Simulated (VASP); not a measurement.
## K4TeBr2: single point with PBE

Crystal: K4TeBr2.

```
CELL_PARAMETERS angstrom
3.14155 -8.58124 0.00000
3.14155 8.58124 0.00000
0.00000 0.00000 5.92107
ATOMIC_POSITIONS crystal
K 0.87652 0.12348 0.50000
K 0.12348 0.87652 0.50000
K 0.60696 0.39304 0.00000
K 0.39304 0.60696 0.00000
Te 0.00000 0.00000 0.00000
Br 0.67586 0.32414 0.50000
Br 0.32414 0.67586 0.50000
```

The cell was generated, and may not be a known phase.

```json
{
 "Program": "VASP 6.6.1",
 "Task": "single point",
 "Functional": "PBE",
 "Potentials or basis": "VASP PAW PBE potentials, release 64 (K_sv, Te, Br)",
 "Cutoff": "520 eV",
 "k mesh": "6 × 6 × 6",
 "Occupations": "gaussian, width 0.02 eV",
 "Spin": "no spin polarisation"
}
```

| Property | Result |
| --- | --- |
| Pressure | 0.0 GPa |
| Band gap on the k mesh | 2.08 eV (least direct gap 2.08 eV) |

Forces in eV/Å, atoms in the order of the input:
```
K    0.000  0.001  0.000
K    0.000 -0.001  0.000
K    0.000 -0.001  0.000
K    0.000  0.001  0.000
Te   0.000  0.000  0.000
Br   0.000 -0.002  0.000
Br   0.000  0.002  0.000
```

Levels at points of the mesh, in eV from the valence-band top:
```tsv
k point	band 25	band 26	band 27	band 28	band 29	band 30	band 31	band 32
(0.00, 0.00, 0.00)	-1.79	-0.36	-0.17	-0.01	2.08	3.70	4.66	4.90
(0.50, 0.00, 0.00)	-1.89	-0.47	-0.20	0.00	3.42	3.80	4.20	4.73
(0.50, 0.50, 0.00)	-1.78	-0.46	-0.18	0.00	3.08	3.18	4.05	4.67
(0.00, 0.00, 0.50)	-1.80	-0.43	-0.20	-0.14	3.34	4.21	4.25	4.60
(0.50, 0.00, 0.50)	-1.85	-0.39	-0.33	-0.06	3.62	3.70	4.07	4.73
(0.50, 0.50, 0.50)	-1.79	-0.32	-0.19	-0.14	3.85	3.95	4.14	4.55
```

Wall time 40 min on 1 thread of Intel Xeon 8259CL (shared host), peak memory 0.87 GiB.

Caveat: spin-orbit coupling is left out, which moves the levels of the heavy elements. A k mesh can miss the band edges.
